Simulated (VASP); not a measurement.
# Ba3Zn2H3 (Pm-3m) in VASP: single point with PBE

Aim: the single point of Ba3Zn2H3 with PBE.

Program: VASP 6.6.1. These are calculated values, not measurements. Logs are shortened: lines on timing, memory, paths and dates and some standing lists are left out, and cuts for length are marked.

### 1 The cell of the first run

The structure is cubic, space group Pm-3m (No. 221). Conventional cell: a = 5.683 Å, b = 5.683 Å, c = 5.683 Å, α = 90.00°, β = 90.00°, γ = 90.00°. Within 3.7 Å of Ba (site symmetry 4/mmm) lie 2 Zn at 2.84 Å and 4 H at 2.84 Å. Within 3.7 Å of Zn (site symmetry m-3m) lie 6 Ba at 2.84 Å. Zn (site symmetry m-3m) has 6 H at 2.84 Å within 3.7 Å. Within 3.7 Å of H (site symmetry 4/mmm) lie 4 Ba at 2.84 Å and 2 Zn at 2.84 Å.

### 2 Single point, PBE

The input, INCAR:

```
PREC = Accurate
ENCUT = 520
EDIFF = 1E-7
ISMEAR = 0
SIGMA = 0.1
LREAL = False
LASPH = True
NELM = 60
ALGO = Normal
ISIF = 2
LWAVE = False
LCHARG = False
GGA = PE
NBANDS = 38
```

The input, KPOINTS:

```
Automatic mesh
0
Gamma
  4 4 4
```

The input, POSCAR:

```
Ba3Zn2H3
1.0
    5.6833293300      0.0000000000      0.0000000000
    0.0000000000      5.6833293300      0.0000000000
    0.0000000000      0.0000000000      5.6833293300
Ba Zn H
3 2 3
Direct
    0.0000000000      0.5000000000      0.5000000000
    0.5000000000      0.0000000000      0.5000000000
    0.5000000000      0.5000000000      0.0000000000
    0.5000000000      0.5000000000      0.5000000000
    0.0000000000      0.0000000000      0.0000000000
    0.5000000000      0.0000000000      0.0000000000
    0.0000000000      0.5000000000      0.0000000000
    0.0000000000      0.0000000000      0.5000000000
```

Potentials or basis: VASP PAW PBE potentials, release 64 (Ba_sv, Zn, H).

The run is started by

```
> cat potpaw_PBE.64/Ba_sv/POTCAR potpaw_PBE.64/Zn/POTCAR potpaw_PBE.64/H/POTCAR > POTCAR
> mpirun -np 1 vasp_std > vasp.out
```

OUTCAR:

```text
PREC = Accurate
   ENCUT = 520
   EDIFF = 1E-7
   ISMEAR = 0
   LREAL = False
   LASPH = True
   NELM = 60
   ISIF = 2
   GGA = PE

 ion  position               nearest neighbor table
   1  0.000  0.500  0.500-   4 2.84   4 2.84   2 4.02   3 4.02   2 4.02   2 4.02   3 4.02   3 4.02
                             3 4.02   2 4.02
   2  0.500  0.000  0.500-   4 2.84   4 2.84   1 4.02   3 4.02   1 4.02   3 4.02   3 4.02   3 4.02
                             1 4.02   1 4.02
   3  0.500  0.500  0.000-   4 2.84   4 2.84   1 4.02   1 4.02   2 4.02   2 4.02   2 4.02   2 4.02
                             1 4.02   1 4.02
   4  0.500  0.500  0.500-   1 2.84   2 2.84   3 2.84   3 2.84   2 2.84   1 2.84
   5  0.000  0.000  0.000-
   6  0.500  0.000  0.000-
   7  0.000  0.500  0.000-
   8  0.000  0.000  0.500-

  LATTYP: Found a simple cubic cell.
 ALAT       =     5.6833293300

  Lattice vectors:

 A1 = (   5.6833293300,   0.0000000000,   0.0000000000)
 A2 = (   0.0000000000,   5.6833293300,   0.0000000000)
 A3 = (   0.0000000000,   0.0000000000,   5.6833293300)

Analysis of symmetry for initial positions (statically):
=====================================================================
 Subroutine PRICEL returns:
 Original cell was already a primitive cell.

 Routine SETGRP: Setting up the symmetry group for a
 simple cubic supercell.

 Subroutine GETGRP returns: Found 48 space group operations
 (whereof 48 operations were pure point group operations)
 out of a pool of 48 trial point group operations.

The static configuration has the point symmetry O_h .

Analysis of symmetry for dynamics (positions and initial velocities):
=====================================================================
 Subroutine PRICEL returns:
 Original cell was already a primitive cell.

 Routine SETGRP: Setting up the symmetry group for a
 simple cubic supercell.

 Subroutine GETGRP returns: Found 48 space group operations
 (whereof 48 operations were pure point group operations)
 out of a pool of 48 trial point group operations.

The dynamic configuration has the point symmetry O_h .

 Subroutine INISYM returns: Found 48 space group operations
 (whereof 48 operations are pure point group operations),
 and found     1 'primitive' translations

[... 90 lines left out ...]
   NELM   =     60;   NELMIN=  2; NELMDL= -5     # of ELM steps
   EDIFF  = 0.1E-06   stopping-criterion for ELM
   LREAL  =      F    real-space projection
   EDIFFG = 0.1E-05   stopping-criterion for IOM
   NSW    =      0    number of steps for IOM
   IBRION =     -1    ionic relax: 0-MD 1-quasi-New 2-CG
   NFREE  =      0    steps in history (QN), initial steepest desc. (CG)
   ISIF   =      2    stress and relaxation
   ISYM   =      2    0-nonsym 1-usesym 2-fastsym
   POTIM  = 0.5000    time-step for ionic-motion
   TEBEG  =    0.0;   TEEND  =   0.0 temperature during run
   PSTRESS=    0.0 pullay stress
   NELECT =      57.0000    total number of electrons
   NUPDOWN=      -1.0000    fix difference up-down
   EMIN   =  10.00;   EMAX   =-10.00  energy-range for DOS
   EFERMI =   0.00;   METHOD = LEGACY
   ISMEAR =     0;   SIGMA  =   0.10  broadening in eV -4-tet -1-fermi 0-gaus
   EFERMI_NEDOS =   21; number of points for ismear=-14 and -15
   IALGO  =     38    algorithm
   IMIX   =      4    mixing-type and parameters
     AMIX     =   0.40;   BMIX     =  1.00
     AMIX_MAG =   1.60;   BMIX_MAG =  1.00
  volume/ion in A,a.u.               =      22.95       154.85
  Fermi-wavevector in a.u.,A,eV,Ry     =   1.108571  2.094896 16.720612  1.228930
  Thomas-Fermi vector in A             =   2.245100
   LORBIT       =      0    0 simple, 1 ext, 2 COOP (PROOUT), +10 PAW based schemes
   GGA     = PE    functional components
   LHFCALC =     F    Hartree Fock is set to
   AEXX    =    0.0000 exact exchange contribution
   IVDW    =     0    specifies the selected vdW correction
   LEPSILON=     F    determine dielectric tensor
   LRPA    =     F    only Hartree local field effects (RPA)
 non-spin polarized calculation
 Gauss-broadening in eV      SIGMA  =   0.10
  energy-cutoff  :      520.00
  volume of cell :      183.57
 maximum number of plane-waves:      4972
   NGX = 21   NGY = 21   NGZ = 21

 number of electron      57.0000015 magnetization

 Free energy of the ion-electron system (eV)
  ---------------------------------------------------
  ext. energy  EPLUGINS =         0.00000000
  ---------------------------------------------------
  free energy    TOTEN  =       -16.42423443 eV

  energy without entropy =      -16.39184097  energy(sigma->0) =      -16.40803770

 E-fermi :   2.4599     XC(G=0):  -8.8909

 val. band max:        2.3947828155   @ k =   0.2500   0.2500   0.2500
 cond. band min:       2.5327550731   @ k =   0.5000   0.2500   0.0000
 fundamental gap:      0.1379722577
 Fermi energy:         2.4598792229

 k-point     1 :       0.0000    0.0000    0.0000
  band No.  band energies     occupation
      1     -25.8616      2.00000
      2     -25.6936      2.00000
      3     -25.6936      2.00000
      4     -11.6364      2.00000
      5     -11.6364      2.00000
      6     -11.6364      2.00000
[... 399 lines left out ...]
     37       5.5019      0.00000
     38       6.3975      0.00000

------------------------ aborting loop because EDIFF is reached ----------------------------------------

  FORCE on cell =-STRESS in cart. coord.  units (eV):
  Direction    XX          YY          ZZ          XY          YZ          ZX
  --------------------------------------------------------------------------------------
  -------------------------------------------------------------------------------------
  Total        8.2939239      8.2939239      8.2939239      0.0000000      0.0000000      0.0000000
  in kB       72.3872639     72.3872639     72.3872639      0.0000000      0.0000000      0.0000000
  external PRESSURE =      72.3872639 kB  Pullay stress =       0.0000000 kB

 VOLUME and BASIS-vectors are now :
 -----------------------------------------------------------------------------
  energy-cutoff  :      520.00
  volume of cell :      183.57
      direct lattice vectors                 reciprocal lattice vectors
     5.683329330  0.000000000  0.000000000     0.175953203  0.000000000  0.000000000
     0.000000000  5.683329330  0.000000000     0.000000000  0.175953203  0.000000000
     0.000000000  0.000000000  5.683329330     0.000000000  0.000000000  0.175953203

 POSITION                                       TOTAL-FORCE (eV/Angst)
 -----------------------------------------------------------------------------------
      0.00000      2.84166      2.84166         0.000000      0.000000      0.000000
      2.84166      0.00000      2.84166         0.000000      0.000000      0.000000
      2.84166      2.84166      0.00000         0.000000      0.000000      0.000000
      2.84166      2.84166      2.84166         0.000000      0.000000      0.000000
      0.00000      0.00000      0.00000         0.000000      0.000000      0.000000
      2.84166      0.00000      0.00000         0.000000      0.000000      0.000000
      0.00000      2.84166      0.00000         0.000000      0.000000      0.000000
      0.00000      0.00000      2.84166         0.000000      0.000000      0.000000
 -----------------------------------------------------------------------------------
    total drift:                                0.000000     -0.000000     -0.000000

  FREE ENERGIE OF THE ION-ELECTRON SYSTEM (eV)
  ---------------------------------------------------
  free  energy   TOTEN  =       -16.4242344254 eV

  energy  without entropy=      -16.3918409663  energy(sigma->0) =      -16.40803770
```

It took 1.9 min on 1 thread of AMD EPYC 7R13, shared host; peak memory 0.26 GiB.

Results:

```yaml
Free_energy: -16.4242 eV
Pressure: 7.2 GPa
```

Caveat: spin-orbit coupling is left out, which moves the levels of the heavy elements.
